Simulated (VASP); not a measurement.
Wanted: the native input for a VASP 6.6.1 run.

| Quantity | Value |
| --- | --- |
| Task | single point |
| Functional | LDA |
| Potentials or basis | VASP PAW LDA potentials, release 64 (Sb) |
| Cutoff | 520 eV |
| k mesh | 8 × 8 × 8 |
| Occupations | fermi-dirac, width 0.05 eV |
| Spin | no spin polarisation |
| Dipole correction | no |
| Further INCAR settings | ALGO = Normal; EDIFF = 1e-06; NBANDS = 12 |

The structure of Sb lies in POSCAR:

```
Sb
1.0
    2.1542000000      1.2437279499      3.7580000000
   -2.1542000000      1.2437279499      3.7580000000
    0.0000000000     -2.4874558998      3.7580000000
Sb
2
Direct
    0.7665100000      0.7665100000      0.7665100000
    0.2334900000      0.2334900000      0.2334900000
```

The input as run:

INCAR

```
SYSTEM = Sb
PREC = Accurate
ENCUT = 520
EDIFF = 1E-6
ISMEAR = -1
SIGMA = 0.05
LREAL = .FALSE.
LASPH = .TRUE.
NELM = 60
ALGO = Normal
ISIF = 2
LWAVE = .FALSE.
LCHARG = .FALSE.
GGA = CA
NBANDS = 12
```

KPOINTS

```
Automatic mesh
0
G
  8 8 8
  0 0 0
```

Potentials or basis: VASP PAW LDA potentials, release 64 (Sb).

The run is started by

```console
$ cat potpaw_LDA.64/Sb/POTCAR > POTCAR
$ mpirun -np 1 vasp_std > vasp.out
```

Results of the run:

```json
{"Pressure": "-0.9 GPa", "Largest force": "0.076 eV/Å", "Band gap on the k mesh": "zero (band 5 reaches 7.20 eV, above the bottom of band 6 at 6.89 eV)"}
```

Caveat: spin-orbit coupling is left out, which moves the levels of the heavy elements.

It took 12 s on 1 thread of Intel(R) Xeon(R) 6975P-C (Granite Rapids), on a shared host, peak memory 0.18 GiB.
